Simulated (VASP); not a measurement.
Crystal: NaF.

```
CELL_PARAMETERS angstrom
0.00000 2.32000 2.32000
2.32000 0.00000 2.32000
2.32000 2.32000 0.00000
ATOMIC_POSITIONS crystal
Na 0.00000 0.00000 0.00000
F 0.50000 0.50000 0.50000
```

| Property | Result |
| --- | --- |
| Program | VASP 6.6.1 |
| Task | relaxation of cell and atoms |
| Functional | r2SCAN |
| Potentials or basis | VASP PAW PBE potentials, release 64 (Na_pv, F) |
| Cutoff | 600 eV |
| k mesh | 10 × 10 × 10 |
| Occupations | fermi-dirac, width 0.02 eV |
| Spin | no spin polarisation |

At the start: pressure -2.3 GPa; volume 12.49 Å³/atom.

Task: How do energy, volume and symmetry change on relaxing?

Result: Over 5 steps the energy falls by 4.4 meV/atom and the volume is 11.95 Å³/atom (-4.3 %); space group Fm-3m (No. 225, to 0.1 Å) before and after.

The path:
```csv
step,energy change (eV),largest force (eV/Å),pressure (GPa),volume (Å³)
1,0.0000,0.0000,-2.25,24.97
2,-0.0069,0.0000,-1.00,24.34
3,-0.0083,0.0000,-0.45,24.09
4,-0.0082,0.0000,0.76,23.59
5,-0.0087,0.0000,0.00,23.90
```

Final structure:
```
CELL_PARAMETERS angstrom
0.00000 2.28623 2.28623
2.28623 0.00000 2.28623
2.28623 2.28623 0.00000
ATOMIC_POSITIONS crystal
Na 0.00000 0.00000 0.00000
F 0.50000 0.50000 0.50000
```

Caveat: the PAW data sets were made with another functional, which shifts forces and pressure a little.
